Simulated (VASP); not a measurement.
Runs of VASP 6.6.1 on CdCu3Mo. The structure is that of space group Pm-3m (No. 221), or close to it. The cells are those of the table. 

| task | cell | cutoff (eV) | gap on the mesh (eV) | pressure (GPa) | relaxed volume (Å³/atom) |
| --- | --- | --- | --- | --- | --- |
| single point | a = 4.700 Å, 5 atoms | 520 | none | 0.4 | - |
| relaxation of cell and atoms | relaxed from a = 4.364, b = 4.364, c = 4.450 Å, 5 atoms | 600 | none | 0.0 | 20.87 |
| relaxation of cell and atoms | relaxed from a = 4.329 Å, 5 atoms | 600 | none | 0.1 | (a) |
| single point | a = 4.698, b = 4.698, c = 4.699 Å, 5 atoms | 520 | none | 0.5 | - |

Alike in all rows: level PBE; potentials or basis VASP PAW PBE potentials, release 64 (Cd, Cu, Mo_sv); no spin polarisation; k mesh 4 × 4 × 4; smearing gaussian 0.2 eV.

**Question.** Estimate the missing entries.

**Answer.** (a) 20.85.

Caveats: some runs use coarse meshes; the volume moved by over 15 % at a fixed basis, so the end points are rough (some runs).

A k mesh can miss the band edges, and the runs leave out spin-orbit coupling on Cd, Mo.

A gap of «none» marks levels without a gap at the run's occupations.
